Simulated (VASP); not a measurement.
A run of VASP 6.6.1:

File INCAR:

```
SYSTEM = Si
PREC = Accurate ; ENCUT = 520
EDIFF = 1E-6 ; ISMEAR = 0
SIGMA = 0.05 ; LREAL = .False.
LASPH = .True. ; NELM = 60
ALGO = Normal ; ISIF = 2
LWAVE = .False. ; LCHARG = .False.
GGA = PE ; NBANDS = 11
```

Contents of KPOINTS:

```
regular mesh
0
Gamma
  10 10 10
  0 0 0
```

File POSCAR:

```
Si
1.0
    0.0000000000      2.5809256799      2.7757855687
    2.5809256799      0.0000000000      2.7757855687
    2.5809256799      2.5809256799      0.0000000000
Si
2
Direct
    0.5000000000      0.5000000000      0.5000000000
    0.7500000000      0.7500000000      0.7500000000
```

Potentials or basis: VASP PAW PBE potentials, release 64 (Si).

Launch:

```sh
$ cat potpaw_PBE.64/Si/POTCAR > POTCAR
$ mpirun -np 1 vasp_std > vasp.out
```

Hardware: 1 thread of Intel Xeon 8259CL (shared host).

Question: How long does it take, and how much memory?

Answer: It took 51 s on 1 thread of Intel Xeon 8259CL (shared host), peak memory 0.17 GiB. Counts: scf iterations 11, k points 102.
